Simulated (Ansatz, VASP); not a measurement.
## One calculation of P, two programs

```
P
1.0
     3.28373    0.00000    0.00000
     0.00000   34.85703    0.00000
     0.00000    0.00000    4.63208
P
4
Direct
  0.00000 0.97026 0.57056
  0.00000 0.02974 0.40785
  0.50000 0.02974 0.09215
  0.50000 0.97026 0.90785
```

Alike in both runs: task single point; functional PBEsol; k mesh 8 × 1 × 6; occupations gaussian, width 0.05 eV; no spin polarisation.

```csv
,VASP,Ansatz
version,VASP 6.6.1,Ansatz 0.2.0
potentials or method,"VASP PAW PBE potentials, release 64 (P), cutoff 520 eV","scalar-relativistic, plane waves, PAW"
valence electrons in the cell,20,20
```

```tsv
	VASP	Ansatz	Ansatz less VASP
gap on the k mesh at the Fermi level (eV)	1.06	1.03	-0.026
least direct gap on the mesh (eV)	1.08	1.07	-0.017
rms of the force components (eV/Å)	0.387	0.387	+0.0003
```

VASP's potentials were made for PBE, not for PBEsol. Atom by atom the forces differ by 0.012 eV/Å (rms over components).
